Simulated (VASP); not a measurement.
A run of VASP 6.6.1 is set up as follows.

INCAR

```
ALGO     = Normal         # electronic algorithm
EDIFF    = 1E-6           # SCF threshold, eV
ENCUT    = 520            # plane-wave cutoff, eV
GGA      = RE             # functional
ISIF     = 2              # what is computed and relaxed
ISMEAR   = -1             # smearing method
IVDW     = 12             # dispersion correction
LASPH    = True           # aspherical terms in the spheres
LCHARG   = False          # write CHGCAR
LREAL    = False          # projectors in reciprocal space
LWAVE    = False          # write WAVECAR
NBANDS   = 11             # bands
NELM     = 80             # most SCF steps
PREC     = Accurate       # precision mode
SIGMA    = 0.05           # smearing width, eV
```

The input KPOINTS:

```
k-points
0
Gamma
  10 10 10
```

The input POSCAR:

```
Hf
1.0
    0.0000000000      2.2139447113      2.2139447113
    2.2139447113      0.0000000000      2.2139447113
    2.2139447113      2.2139447113      0.0000000000
Hf
1
Direct
    0.0000000000      0.0000000000      0.0000000000
```

Potentials or basis: VASP PAW PBE potentials, release 64 (Hf_pv).

Launch:

```console
$ cat potpaw_PBE.64/Hf_pv/POTCAR > POTCAR
$ mpirun -np 1 vasp_std > vasp.out
```

Problem. What does it give for the band gap on the k mesh?

Solution. Zero (band 5 reaches 6.47 eV, above the bottom of band 6 at 4.63 eV).

Problem. Estimate the dispersion energy per atom.

Solution. -0.812 eV.

Problem. Estimate the pressure.

Solution. -0.5 GPa.

Caveat: the PAW data sets were made with another functional, which shifts forces and pressure a little; spin-orbit coupling is left out, which moves the levels of the heavy elements; pairwise dispersion overbinds metals, which lowers pressure and volume.
